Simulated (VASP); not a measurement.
WC:

```
W C
1.0
     1.64035   -2.11804    0.00000
     1.64035    2.11804    0.00000
     0.00000    0.00000    4.30942
W C
1 1
Direct
  0.50000 0.50000 0.50000
  0.00000 0.00000 0.00000
```

Base run:

| Property | Result |
| --- | --- |
| Program | VASP 6.6.1 |
| Functional | revPBE |
| Potentials or basis | VASP PAW PBE potentials, release 64 (W_sv, C) |
| Cutoff | 520 eV |
| k mesh | 10 × 10 × 6 |
| Occupations | fermi-dirac, width 0.05 eV |
| Spin | no spin polarisation |

Its results: band gap on the k mesh zero (band 9 reaches 9.03 eV, above the bottom of band 10 at 4.95 eV); pressure -30.0 GPa.

**Question.** After a change of settings the same cell gave: band gap on the k mesh zero (band 9 reaches 9.06 eV, above the bottom of band 10 at 4.98 eV); pressure -29.3 GPa. Which change was it?
A. functional from revPBE to PBE; further incar settings from ALGO = Normal; EDIFF = 1e-06; NBANDS = 16 to ALGO = Normal; EDIFF = 1e-08; NBANDS = 16
B. functional from revPBE to r2SCANh; k mesh from 10 × 10 × 6 to 5 × 5 × 3
C. functional from revPBE to PBEsol-based screened hybrid; k mesh from 10 × 10 × 6 to 5 × 5 × 3
D. functional from revPBE to RPBE

**Answer.** D.

Caveats: the PAW data sets were made with another functional, which shifts forces and pressure a little; spin-orbit coupling is left out, which moves the levels of the heavy elements.
